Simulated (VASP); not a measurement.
A run of VASP 6.6.1 is set up as follows.

File INCAR:

```
ALGO = Fast
EDIFF = 1E-6
ENCUT = 520
GGA = PE
ISIF = 2
ISMEAR = 0
IVDW = 12
LASPH = True
LCHARG = True
LELF = True
LREAL = False
LVHAR = True
LWAVE = False
NBANDS = 14
NELM = 100
PREC = Accurate
SIGMA = 0.15
```

File KPOINTS:

```
k-points
0
Gamma
  18 18 18
```

POSCAR

```
Bi
1.0
   -1.8656281923      1.8656281923      2.3344605570
    1.8656281923     -1.8656281923      2.3344605570
    1.8656281923      1.8656281923     -2.3344605570
Bi
1
Direct
    0.0000000000      0.0000000000      0.0000000000
```

Potentials or basis: VASP PAW PBE potentials, release 64 (Bi_d).

Run with:

```console
$ cat potpaw_PBE.64/Bi_d/POTCAR > POTCAR
$ mpirun -np 1 vasp_std > vasp.out
```

**Question.** What does it give for the band gap on the k mesh?

**Answer.** Zero (an odd number of electrons rules out a gap without spin polarisation).

**Question.** What does it give for the pressure?

**Answer.** -3.5 GPa.

**Question.** Predict the dispersion energy per atom.

**Answer.** -0.485 eV.

Stress tensor (GPa, compression positive):
```
-2.92  0.00  0.00
 0.00 -2.92  0.00
 0.00  0.00 -4.66
```

Caveat: the cell stands under tension; spin-orbit coupling is left out, which moves the levels of the heavy elements.
